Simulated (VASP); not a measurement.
Wanted: the native input for a VASP 6.6.1 run.

* Task: single point
* Functional: PBE
* Potentials or basis: VASP PAW PBE potentials, release 64 (Ga_d, N)
* Cutoff: 600 eV
* k mesh: 13 × 13 × 13
* Occupations: fermi-dirac, width 0.02 eV
* Spin: no spin polarisation
* Dipole correction: no
* Further INCAR settings: ALGO = Normal; EDIFF = 1e-06; NBANDS = 16

The structure of GaN lies in POSCAR:

```
GaN
1.0
    0.0000000000      1.9791271138      1.9791271138
    1.9791271138      0.0000000000      1.9791271138
    1.9791271138      1.9791271138      0.0000000000
Ga N
1 1
Direct
    0.5000000000      0.5000000000      0.5000000000
    0.0000000000      0.0000000000      0.0000000000
```

This cell differs from its parent crystal: volume scaled by 0.98.

The input as run:

INCAR

```
SYSTEM = GaN
PREC = Accurate
ENCUT = 600
EDIFF = 1E-6
ISMEAR = -1
SIGMA = 0.02
LREAL = .FALSE.
LASPH = .TRUE.
NELM = 120
ALGO = Normal
ISIF = 2
LWAVE = .FALSE.
LCHARG = .FALSE.
GGA = PE
NBANDS = 16
GGA_COMPAT = .FALSE.
```

KPOINTS

```
Automatic mesh
0
G
  13 13 13
  0 0 0
```

Potentials or basis: VASP PAW PBE potentials, release 64 (Ga_d, N).

Launch:

```sh
$ cat potpaw_PBE.64/Ga_d/POTCAR potpaw_PBE.64/N/POTCAR > POTCAR
$ mpirun -np 1 vasp_std > vasp.out
```

It gave:

| Item | Value |
| --- | --- |
| Pressure | 80.4 GPa |
| Band gap on the k mesh | 2.06 eV, indirect (least direct gap 5.52 eV) |

Wall time 58 s on 1 thread of AMD EPYC 7R13, with other jobs on the host, peak memory 0.13 GiB.
